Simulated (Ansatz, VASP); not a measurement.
**WC4 in VASP and in Ansatz**

```
CELL_PARAMETERS angstrom
3.36107 0.00000 0.00000
-1.68054 2.91077 0.00000
0.00000 0.00000 6.60034
ATOMIC_POSITIONS crystal
W 0.66667 0.33333 0.36864
C 0.31150 0.15576 0.07397
C 0.84424 0.15574 0.07397
C 0.84426 0.68850 0.07397
C 0.33333 0.66667 0.43146
```

Alike in both runs: functional PBE; k mesh 5 × 5 × 3; occupations gaussian, width 0.2 eV; no spin polarisation.

Ansatz relaxed the structure, and its values are those at the end. VASP's run is a single point on that final structure, the one shown.

|  | VASP | Ansatz |
| --- | --- | --- |
| version | VASP 6.6.1 | Ansatz 0.2.0 |
| potentials or method | VASP PAW PBE potentials, release 64 (W_sv, C), cutoff 600 eV | scalar-relativistic, plane waves, PAW |
| valence electrons in the cell | 30 | 30 |

|  | VASP | Ansatz | Ansatz less VASP |
| --- | --- | --- | --- |
| gap on the k mesh at the Fermi level (eV) | 0.54 | 0.54 | +0.002 |
| least direct gap on the mesh (eV) | 0.68 | 0.68 | +0.003 |
| pressure (GPa) | 0.2 | -0.2 | -0.38 |
| rms of the force components (eV/Å) | 0.017 | 0.002 | -0.0149 |

With one functional, cell and mesh, what is left measures potentials, basis and numerics.

The k mesh is coarse, so the values compare programs but aren't converged. Neither program's run includes spin-orbit coupling.
